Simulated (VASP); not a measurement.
# P in VASP: a series of runs

P is run at these levels: PBE+D3(BJ); tasks: single point.

Program: VASP 6.6.1. These are calculated values, not measurements. Logs are shortened: lines on timing, memory, paths and dates and some standing lists are left out, and cuts for length are marked.

**1. The cell of the first run**

The cell holds a slab with vacuum, 4 atoms: a = 3.296 Å, b = 4.528 Å, c = 30.337 Å, α = 90.00°, β = 90.00°, γ = 90.00°.

**2. Single point, PBE+D3(BJ) (strain along y +0.020, then relaxed in part)**

Contents of INCAR:

```
PREC = Accurate
ENCUT = 520
EDIFF = 1E-7
ISMEAR = 0
SIGMA = 0.02
LREAL = False
LASPH = True
NELM = 100
ALGO = Normal
ISIF = 2
LWAVE = False
LCHARG = False
LDIPOL = True
IDIPOL = 3
DIPOL = 0.5 0.5 0.500
GGA = PE
IVDW = 12
NBANDS = 18
```

Contents of KPOINTS:

```
Automatic mesh
0
Gamma
  10 8 1
```

Contents of POSCAR:

```
P
1.0
    3.2961869542      0.0000000000      0.0000000000
    0.0000000000      4.5279386097      0.0000000000
    0.0000000000      0.0000000000     30.3367098474
P
4
Direct
    0.5000000000      0.9144294204      0.4651922644
    0.0000000000      0.5855705796      0.4651922644
    0.5000000000      0.0855705796      0.5348077356
    0.0000000000      0.4144294204      0.5348077356
```

Potentials or basis: VASP PAW PBE potentials, release 64 (P).

Started as:

```sh
cat potpaw_PBE.64/P/POTCAR > POTCAR
mpirun -np 1 vasp_std > vasp.out
```

OUTCAR:

```text
PREC = Accurate
   ENCUT = 520
   EDIFF = 1E-7
   ISMEAR = 0
   LREAL = False
   LASPH = True
   NELM = 100
   ISIF = 2
   GGA = PE
   IVDW = 12
 IVDW          = 12

 ion  position               nearest neighbor table
   1  0.500  0.914  0.465-   2 2.22   2 2.22   3 2.25
   2  0.000  0.586  0.465-   1 2.22   1 2.22   4 2.25
   3  0.500  0.086  0.535-   4 2.22   4 2.22   1 2.25
   4  0.000  0.414  0.535-   3 2.22   3 2.22   2 2.25

  LATTYP: Found a simple orthorhombic cell.
 ALAT       =     3.2961869542
 B/A-ratio  =     1.3736898643
 C/A-ratio  =     9.2035768204

  Lattice vectors:

 A1 = (   3.2961869542,   0.0000000000,   0.0000000000)
 A2 = (   0.0000000000,   4.5279386097,   0.0000000000)
 A3 = (   0.0000000000,   0.0000000000,  30.3367098474)

Analysis of symmetry for initial positions (statically):
=====================================================================
 Subroutine PRICEL returns:
 Original cell was already a primitive cell.

 Routine SETGRP: Setting up the symmetry group for a
 simple orthorhombic supercell.

 Subroutine GETGRP returns: Found  8 space group operations
 (whereof  4 operations were pure point group operations)
 out of a pool of  8 trial point group operations.

The static configuration has the point symmetry C_2h.
 The point group associated with its full space group is D_2h.

Analysis of symmetry for dynamics (positions and initial velocities):
=====================================================================
 Subroutine PRICEL returns:
 Original cell was already a primitive cell.

 Routine SETGRP: Setting up the symmetry group for a
 simple orthorhombic supercell.

 Subroutine GETGRP returns: Found  8 space group operations
 (whereof  4 operations were pure point group operations)
 out of a pool of  8 trial point group operations.

The dynamic configuration has the point symmetry C_2h.
 The point group associated with its full space group is D_2h.

 Subroutine INISYM returns: Found  8 space group operations
 (whereof  4 operations are pure point group operations),
 and found     1 'primitive' translations

----------------------------------------------------------------------------------------

                                     Primitive cell

  volume of cell :     452.7733

  direct lattice vectors                    reciprocal lattice vectors
     3.296186954  0.000000000  0.000000000     0.303380850  0.000000000  0.000000000
     0.000000000  4.527938610  0.000000000     0.000000000  0.220851051  0.000000000
     0.000000000  0.000000000 30.336709847     0.000000000  0.000000000  0.032963364

  length of vectors
     3.296186954  4.527938610 30.336709847     0.303380850  0.220851051  0.032963364

  position of ions in fractional coordinates (direct lattice)
     0.500000000  0.914429420  0.465192264
     0.000000000  0.585570580  0.465192264
     0.500000000  0.085570580  0.534807736
     0.000000000  0.414429420  0.534807736

  ion indices of the primitive-cell ions
   primitive index   ion index
                 1           1
                 2           2
                 3           3
                 4           4

----------------------------------------------------------------------------------------

 KPOINTS: Automatic mesh

Automatic generation of k-mesh.
 Grid dimensions read from file:
 generate k-points for:   10    8    1

 Generating k-lattice:

  Cartesian coordinates                     Fractional coordinates (reciprocal lattice)
     0.030338085  0.000000000  0.000000000     0.100000000  0.000000000  0.000000000
     0.000000000  0.027606381  0.000000000     0.000000000  0.125000000  0.000000000
     0.000000000  0.000000000  0.032963364     0.000000000  0.000000000  1.000000000

  Length of vectors
     0.030338085  0.027606381  0.032963364

  Shift w.r.t. Gamma in fractional coordinates (k-lattice)
     0.000000000  0.000000000  0.000000000

 Subroutine IBZKPT returns following result:
 ===========================================

 Found     30 irreducible k-points:

 Following reciprocal coordinates:
            Coordinates               Weight
  0.000000  0.000000  0.000000      1.000000
  0.100000  0.000000  0.000000      2.000000
  0.200000  0.000000  0.000000      2.000000
  0.300000  0.000000  0.000000      2.000000
  0.400000  0.000000  0.000000      2.000000
  0.500000  0.000000  0.000000      1.000000
[... 16 lines left out ...]
  0.400000  0.375000  0.000000      4.000000
  0.500000  0.375000  0.000000      2.000000
 [... further k-points ...]
   k-points           NKPTS =     30   k-points in BZ     NKDIM =     30   number of bands    NBANDS=     18
   number of dos      NEDOS =    301   number of ions     NIONS =      4
   total plane-waves  NPLWV = 241920
   dimension x,y,z NGX =    28 NGY =   36 NGZ =  240
   dimension x,y,z NGXF=    56 NGYF=   72 NGZF=  480
   ions per type =               4
   NGX,Y,Z   is equivalent  to a cutoff of  14.12, 13.22, 13.15 a.u.
   NGXF,Y,Z  is equivalent  to a cutoff of  28.24, 26.44, 26.30 a.u.
 SYSTEM =  unknown system
   PREC   = accura    normal or accurate (medium, high low for compatibility)
   ISTART =      0    job   : 0-new  1-cont  2-samecut
   ICHARG =      2    charge: 1-file 2-atom 10-const
   ISPIN  =      1    spin polarized calculation?
   LNONCOLLINEAR =      F non collinear calculations
   LSORBIT =      F    spin-orbit coupling
   LASPH  =      T    aspherical Exc in radial PAW
   ENCUT  =  520.0 eV  38.22 Ry    6.18 a.u.   6.13  8.42 56.41*2*pi/ulx,y,z
   NELM   =    100;   NELMIN=  2; NELMDL= -5     # of ELM steps
   EDIFF  = 0.1E-06   stopping-criterion for ELM
   LREAL  =      F    real-space projection
   EDIFFG = 0.1E-05   stopping-criterion for IOM
   NSW    =      0    number of steps for IOM
   IBRION =     -1    ionic relax: 0-MD 1-quasi-New 2-CG
   NFREE  =      0    steps in history (QN), initial steepest desc. (CG)
   ISIF   =      2    stress and relaxation
   ISYM   =      2    0-nonsym 1-usesym 2-fastsym
   POTIM  = 0.5000    time-step for ionic-motion
   TEBEG  =    0.0;   TEEND  =   0.0 temperature during run
   PSTRESS=    0.0 pullay stress
   NELECT =      20.0000    total number of electrons
   NUPDOWN=      -1.0000    fix difference up-down
   EMIN   =  10.00;   EMAX   =-10.00  energy-range for DOS
   EFERMI =   0.00;   METHOD = LEGACY
   ISMEAR =     0;   SIGMA  =   0.02  broadening in eV -4-tet -1-fermi 0-gaus
   EFERMI_NEDOS =   21; number of points for ismear=-14 and -15
   IALGO  =     38    algorithm
   IMIX   =      4    mixing-type and parameters
     AMIX     =   0.40;   BMIX     =  1.00
     AMIX_MAG =   1.60;   BMIX_MAG =  1.00
  volume/ion in A,a.u.               =     113.19       763.87
  Fermi-wavevector in a.u.,A,eV,Ry     =   0.578706  1.093596  4.556598  0.334900
  Thomas-Fermi vector in A             =   1.622119
   LORBIT       =      0    0 simple, 1 ext, 2 COOP (PROOUT), +10 PAW based schemes
   GGA     = PE    functional components
   LHFCALC =     F    Hartree Fock is set to
   AEXX    =    0.0000 exact exchange contribution
   IVDW    =    12    specifies the selected vdW correction
   LEPSILON=     F    determine dielectric tensor
   LRPA    =     F    only Hartree local field effects (RPA)
 non-spin polarized calculation
 Gauss-broadening in eV      SIGMA  =   0.02
  energy-cutoff  :      520.00
  volume of cell :      452.77
 maximum number of plane-waves:     12268
 NGX is ok and might be reduce to    28
   NGX = 13   NGY = 17   NGZ =113

 dipolmoment           0.000000      0.000000      0.000000 electrons x Angstroem

 number of electron      19.9999998 magnetization

 dipolmoment           0.000000      0.000000     -0.000000 electrons x Angstroem

 Free energy of the ion-electron system (eV)
  ---------------------------------------------------
  ext. energy  EPLUGINS =         0.00000000
  ---------------------------------------------------
  free energy    TOTEN  =       -21.46570812 eV

  energy without entropy =      -21.46570812  energy(sigma->0) =      -21.46570812

 E-fermi :  -3.0364     XC(G=0):  -2.0371

 val. band max:       -3.1357419994   @ k =   0.0000   0.0000   0.0000
 cond. band min:      -2.2869484115   @ k =   0.0000   0.0000   0.0000
 fundamental gap:      0.8487935879
 Fermi energy:        -3.0363922454

 k-point     1 :       0.0000    0.0000    0.0000
  band No.  band energies     occupation
      1     -18.1719      2.00000
      2     -15.6224      2.00000
      3     -12.2331      2.00000
      4      -8.8425      2.00000
      5      -7.7570      2.00000
      6      -7.7268      2.00000
[... 10 lines left out ...]
     17       1.9297      0.00000
     18       2.1450      0.00000

 k-point     2 :       0.1000    0.0000    0.0000
  band No.  band energies     occupation
      1     -18.0525      2.00000
      2     -15.4979      2.00000
      3     -12.2904      2.00000
      4      -8.7507      2.00000
      5      -7.8738      2.00000
      6      -7.6210      2.00000
[... 10 lines left out ...]
     17       2.0679      0.00000
     18       2.2361      0.00000

 k-point     3 :       0.2000    0.0000    0.0000
  band No.  band energies     occupation
      1     -17.6968      2.00000
      2     -15.1255      2.00000
      3     -12.5685      2.00000
      4      -8.5674      2.00000
      5      -8.4904      2.00000
      6      -8.0971      2.00000
[... 10 lines left out ...]
     17       1.9217      0.00000
     18       2.4814      0.00000

 k-point     4 :       0.3000    0.0000    0.0000
  band No.  band energies     occupation
      1     -17.1126      2.00000
      2     -14.5088      2.00000
      3     -13.2560      2.00000
      4      -9.8906      2.00000
      5      -8.5308      2.00000
      6      -8.1267      2.00000
[... 10 lines left out ...]
     17       2.4983      0.00000
     18       2.5607      0.00000

 k-point     5 :       0.4000    0.0000    0.0000
  band No.  band energies     occupation
      1     -16.3169      2.00000
      2     -14.2686      2.00000
      3     -13.6548      2.00000
      4     -11.2999      2.00000
      5      -8.3786      2.00000
      6      -7.8562      2.00000
[... 10 lines left out ...]
     17       3.3502      0.00000
     18       3.4251      0.00000

 k-point     6 :       0.5000    0.0000    0.0000
  band No.  band energies     occupation
      1     -15.3439      2.00000
      2     -15.3439      2.00000
      3     -12.5765      2.00000
      4     -12.5765      2.00000
      5      -7.9938      2.00000
      6      -7.9938      2.00000
[... 307 lines left out ...]
 k-point    21 :       0.2000    0.3750    0.0000
  band No.  band energies     occupation
      1     -17.0227      2.00000
      2     -16.0365      2.00000
      3     -12.0212      2.00000
      4     -10.7883      2.00000
      5      -8.3202      2.00000
      6      -7.6730      2.00000
[... 10 lines left out ...]
     17       2.5895      0.00000
     18       2.8788      0.00000

 k-point    22 :       0.3000    0.3750    0.0000
  band No.  band energies     occupation
      1     -16.4648      2.00000
      2     -15.5146      2.00000
      3     -12.2833      2.00000
      4     -11.0827      2.00000
      5      -9.0657      2.00000
      6      -8.4675      2.00000
[... 10 lines left out ...]
     17       3.4102      0.00000
     18       3.7279      0.00000

 k-point    23 :       0.4000    0.3750    0.0000
  band No.  band energies     occupation
      1     -15.7405      2.00000
      2     -14.9654      2.00000
      3     -12.8841      2.00000
      4     -11.9876      2.00000
      5      -8.9261      2.00000
      6      -8.2771      2.00000
[... 10 lines left out ...]
     17       3.3574      0.00000
     18       3.6036      0.00000

 k-point    24 :       0.5000    0.3750    0.0000
  band No.  band energies     occupation
      1     -15.0282      2.00000
      2     -15.0282      2.00000
      3     -12.8610      2.00000
      4     -12.8610      2.00000
      5      -8.2608      2.00000
      6      -8.2608      2.00000
[... 10 lines left out ...]
     17       3.0836      0.00000
     18       3.0836      0.00000

 [... further k-points ...]

------------------------ aborting loop because EDIFF is reached ----------------------------------------

 vacuum level on the upper side and lower side of the slab       (xc-potential included)        -0.008        -0.008

 Edisp (eV)   -0.96933

 E8    (eV) :    -0.3934

  FORCE on cell =-STRESS in cart. coord.  units (eV):
  Direction    XX          YY          ZZ          XY          YZ          ZX
  --------------------------------------------------------------------------------------
  -------------------------------------------------------------------------------------
  Total      -0.55818    -0.63603    -0.17898     0.00000     0.00000     0.00000
  in kB      -1.97515    -2.25065    -0.63335     0.00000     0.00000     0.00000
  external pressure =       -1.62 kB  Pullay stress =        0.00 kB

 VOLUME and BASIS-vectors are now :
 -----------------------------------------------------------------------------
  energy-cutoff  :      520.00
  volume of cell :      452.77
      direct lattice vectors                 reciprocal lattice vectors
     3.296186954  0.000000000  0.000000000     0.303380850  0.000000000  0.000000000
     0.000000000  4.527938610  0.000000000     0.000000000  0.220851051  0.000000000
     0.000000000  0.000000000 30.336709847     0.000000000  0.000000000  0.032963364

 POSITION                                       TOTAL-FORCE (eV/Angst)
 -----------------------------------------------------------------------------------
      1.64809      4.14048     14.11240        -0.000000     -0.033160      0.039049
      0.00000      2.65143     14.11240         0.000000      0.033160      0.039049
      1.64809      0.38746     16.22431        -0.000000      0.033160     -0.039049
      0.00000      1.87651     16.22431        -0.000000     -0.033160     -0.039049
 -----------------------------------------------------------------------------------
    total drift:                               -0.000000      0.000000      0.000000

  FREE ENERGIE OF THE ION-ELECTRON SYSTEM (eV)
  ---------------------------------------------------
  free  energy   TOTEN  =       -22.4350361317 eV

  energy  without entropy=      -22.4350361317  energy(sigma->0) =      -22.43503613

 vacuum level on the upper side and lower side of the slab         1.842         1.842
```

It took 4.5 min on 1 thread of Intel Xeon 6975P-C (Granite Rapids), shared host; peak memory 0.63 GiB.

What came out:

- Free energy: -22.4350 eV
- Largest force: 0.051 eV/Å
- Band gap on the k mesh: 0.85 eV
- Dispersion energy per atom: -0.242 eV

Forces on the atoms (eV/Å):
```
P    0.000 -0.033  0.039
P    0.000  0.033  0.039
P    0.000  0.033 -0.039
P    0.000 -0.033 -0.039
```

Caveat: the cell differs from its parent crystal (strain along y +0.020, then relaxed in part).

**3. Single point, PBE+D3(BJ) (strain along x +0.050, then relaxed in part)**

Contents of INCAR:

```
SYSTEM = P
PREC = Accurate
ENCUT = 520
EDIFF = 1E-6
ISMEAR = 0
SIGMA = 0.02
LREAL = .False.
LASPH = .True.
NELM = 60
ALGO = Normal
ISIF = 2
LWAVE = .False.
LCHARG = .False.
LDIPOL = .True.
IDIPOL = 3
DIPOL = 0.5 0.5 0.500
GGA = PE
IVDW = 12
NBANDS = 18
```

Contents of KPOINTS:

```
regular mesh
0
Gamma
  10 8 1
  0 0 0
```

Contents of POSCAR:

```
P
1.0
    3.4609963019      0.0000000000      0.0000000000
    0.0000000000      4.4391554997      0.0000000000
    0.0000000000      0.0000000000     30.3367098474
P
4
Direct
    0.5000000000      0.9153948060      0.4651934784
    0.0000000000      0.5846051940      0.4651934784
    0.5000000000      0.0846051940      0.5348065216
    0.0000000000      0.4153948060      0.5348065216
```

Potentials or basis: VASP PAW PBE potentials, release 64 (P).

Started as:

```sh
cat potpaw_PBE.64/P/POTCAR > POTCAR
mpirun -np 1 vasp_std > vasp.out
```

It took 3.5 min on 1 thread of Intel Xeon 6975P-C (Granite Rapids), shared host; peak memory 0.61 GiB.

It converged, with:

* Free energy: -22.3252 eV
* Largest force: 0.046 eV/Å
* Band gap on the k mesh: 1.03 eV
* Dispersion energy per atom: -0.236 eV

Forces on the atoms (eV/Å):
```
P    0.000 -0.025  0.038
P    0.000  0.025  0.038
P    0.000  0.025 -0.038
P    0.000 -0.025 -0.038
```

Levels at points of the mesh, in eV from the valence-band top:
```csv
k point,band 7,band 8,band 9,band 10,band 11,band 12,band 13,band 14
"(0.00, 0.00, 0.00)",-3.92,-2.16,-1.53,0.00,1.03,1.05,2.01,2.97
"(0.50, 0.00, 0.00)",-2.67,-2.67,-2.00,-2.00,1.46,1.46,2.12,2.12
"(0.00, 0.50, 0.00)",-2.89,-2.89,-1.20,-1.20,1.55,1.55,3.01,3.01
"(0.50, 0.50, 0.00)",-4.78,-4.78,-1.27,-1.27,2.48,2.48,4.24,4.24
```

Caveat: the cell differs from its parent crystal (strain along x +0.050, then relaxed in part).

**4. Single point, PBE+D3(BJ) (strain along y +0.050, then relaxed in part)**

Contents of INCAR:

```
SYSTEM = P
  ALGO = Normal
  DIPOL = 0.5 0.5 0.500
  EDIFF = 1E-6
  ENCUT = 520
  GGA = PE
  IDIPOL = 3
  ISIF = 2
  ISMEAR = 0
  IVDW = 12
  LASPH = .TRUE.
  LCHARG = .TRUE.
  LDIPOL = .TRUE.
  LELF = .TRUE.
  LREAL = .FALSE.
  LVACPOTAV = .TRUE.
  LVHAR = .TRUE.
  LWAVE = .FALSE.
  NBANDS = 18
  NELM = 80
  PREC = Accurate
  SIGMA = 0.02
```

Contents of KPOINTS:

```
k-points
0
G
  10 8 1
  0 0 0
```

Contents of POSCAR:

```
P
1.0
    3.2961869542      0.0000000000      0.0000000000
    0.0000000000      4.6611132747      0.0000000000
    0.0000000000      0.0000000000     30.3367098474
P
4
Direct
    0.5000000000      0.9100199119      0.4654966185
    0.0000000000      0.5899800881      0.4654966185
    0.5000000000      0.0899800881      0.5345033815
    0.0000000000      0.4100199119      0.5345033815
```

Started as:

```sh
cat potpaw_PBE.64/P/POTCAR > POTCAR
mpirun -np 1 vasp_std > vasp.out
```

Run time: 3.7 min. Hardware: 1 thread of Intel Xeon 6975P-C (Granite Rapids), shared host; peak memory 0.62 GiB.

It converged, with:

```
Free energy                : -22.4114 eV
Largest force              : 0.049 eV/Å
Band gap on the k mesh     : 0.98 eV
Dispersion energy per atom : -0.235 eV
```

Forces on the atoms (eV/Å):
```
P    0.000 -0.033  0.036
P    0.000  0.033  0.036
P    0.000  0.033 -0.036
P    0.000 -0.033 -0.036
```

Levels at points of the mesh, in eV from the valence-band top:
| k point | band 8 | band 9 | band 10 | band 11 | band 12 | band 13 |
| --- | --- | --- | --- | --- | --- | --- |
| (0.00, 0.00, 0.00) | -1.67 | -1.60 | 0.00 | 0.98 | 1.71 | 2.73 |
| (0.50, 0.00, 0.00) | -2.69 | -1.91 | -1.91 | 1.25 | 1.25 | 2.23 |
| (0.00, 0.50, 0.00) | -2.47 | -1.32 | -1.32 | 2.16 | 2.16 | 3.69 |
| (0.50, 0.50, 0.00) | -4.51 | -1.05 | -1.05 | 2.43 | 2.43 | 3.74 |

Caveat: the cell differs from its parent crystal (strain along y +0.050, then relaxed in part).

**5. The runs side by side**

| cell | gap on the mesh (eV) | largest force (eV/Å) |
| --- | --- | --- |
| a = 3.296, b = 4.528, c = 30.337 Å, 4 atoms, strain along y +0.020, then relaxed in part | 0.85 | 0.05 |
| a = 3.461, b = 4.439, c = 30.337 Å, 4 atoms, strain along x +0.050, then relaxed in part | 1.03 | 0.05 |
| a = 3.296, b = 4.661, c = 30.337 Å, 4 atoms, strain along y +0.050, then relaxed in part | 0.98 | 0.05 |

Alike in all rows: task single point; level PBE+D3(BJ); potentials or basis VASP PAW PBE potentials, release 64 (P); no spin polarisation; k mesh 10 × 8 × 1; cutoff (eV) 520; smearing gaussian 0.02 eV.

Total energies depend on the potentials used, so only differences within one code and one set of settings carry meaning.
